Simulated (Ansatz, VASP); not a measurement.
# ReP2: VASP beside Ansatz

INCAR

```
SYSTEM = ReP2
  PREC = Accurate
  ENCUT = 520
  EDIFF = 1E-7
  ISMEAR = 0
  SIGMA = 0.1
  LREAL = .FALSE.
  LASPH = .TRUE.
  NELM = 60
  ALGO = Normal
  ISIF = 2
  LWAVE = .FALSE.
  LCHARG = .TRUE.
  GGA = PE
  LELF = .TRUE.
  LVHAR = .TRUE.
  NBANDS = 16
```

KPOINTS

```
regular mesh
0
G
  6 6 4
  0 0 0
```

Contents of POSCAR:

```
ReP2
1.0
    3.6987467000      0.0000000000      0.0000000000
    0.0000000000      3.6987467000      0.0000000000
    0.0000000000      0.0000000000      4.8758584400
Re P
1 2
Direct
    0.0000000000      0.0000000000      0.6276486700
    0.0000000000      0.5000000000      0.9191830100
    0.5000000000      0.0000000000      0.9191830100
```

Input for Ansatz:

```yaml
crystal:
  lattice:
    - [3.6987467, 0.0, 0.0]
    - [0.0, 3.6987467, 0.0]
    - [0.0, 0.0, 4.87585844]
  atoms:
    - { symbol: Re, position: [0.0, 0.0, 0.62764867] }
    - { symbol: P, position: [0.0, 0.5, 0.91918301] }
    - { symbol: P, position: [0.5, 0.0, 0.91918301] }
basis:
  ecutwfc: 420
kpoints:
  mp_grid: { grid: [6, 6, 4] }
hamiltonian:
  xc: pbe
scf:
  occupations: { method: gaussian, width: 0.1 }
  lower_state_search: "off"
output:
  forces: true
  stress: true
  eigenvalues: true
```

Alike in both runs: task single point; functional PBE; k mesh 6 × 6 × 4; occupations gaussian, width 0.1 eV; no spin polarisation.

```csv
,VASP,Ansatz
version,VASP 6.6.1,Ansatz 0.2.0
potentials or method,"VASP PAW PBE potentials, release 64 (Re, P), cutoff 520 eV","scalar-relativistic, plane waves, PAW"
valence electrons in the cell,17,25
```

|  | VASP | Ansatz | Ansatz less VASP |
| --- | --- | --- | --- |
| gap on the k mesh at the Fermi level (eV) | none | none | - |
| pressure (GPa) | -3.6 | -3.9 | -0.31 |
| traceless stress, the component that is largest in VASP (GPa) | -2.84 | -2.93 | -0.098 |
| rms of the force components (eV/Å) | 0.047 | 0.005 | -0.0421 |

Atom by atom the forces differ by 0.042 eV/Å (rms over components). A gap of «none» marks a metal or a gap that the smearing closes. With one functional, cell and mesh, what is left measures potentials, basis and numerics. VASP's potentials hold 17 valence electrons a cell and Ansatz's 25, so a difference there can come from the potentials and not from the codes.

Neither program's run includes spin-orbit coupling.
